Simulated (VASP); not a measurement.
A run of VASP 6.6.1:

The input INCAR:

```
PREC = Accurate ; ENCUT = 520
EDIFF = 1E-7 ; ISMEAR = -1
SIGMA = 0.05 ; LREAL = False
LASPH = True ; NELM = 80
ALGO = Normal ; ISIF = 2
LWAVE = False ; LCHARG = True
LDIPOL = True ; IDIPOL = 3
DIPOL = 0.5 0.5 0.500 ; LELF = True
LVHAR = True ; LVACPOTAV = True
NBANDS = 36
```

File KPOINTS:

```
regular mesh
0
Gamma
  11 11 1
```

POSCAR

```
Ta
1.0
    3.2528507656      0.0000000000      0.0000000000
    0.0000000000      3.2528507656      0.0000000000
    0.0000000000      0.0000000000     22.5057000000
Ta
5
Direct
    0.0000000000      0.0000000000      0.3554654704
    0.5000000000      0.5000000000      0.4277327350
    0.0000000000      0.0000000000      0.5000000000
    0.5000000000      0.5000000000      0.5722672650
    0.0000000000      0.0000000000      0.6445345296
```

Potentials or basis: VASP PAW LDA potentials, release 64 (Ta_pv).

Launch:

```bash
$ cat potpaw_LDA.64/Ta_pv/POTCAR > POTCAR
$ mpirun -np 1 vasp_std > vasp.out
```

Hardware: 1 thread of Intel(R) Xeon(R) 6975P-C (Granite Rapids) (shared host).

Task: Estimate the wall time of this run.

Result: It took 85 s on 1 thread of Intel(R) Xeon(R) 6975P-C (Granite Rapids), with other jobs on the host, peak memory 0.31 GiB. Counts: scf iterations 22, k points 21.
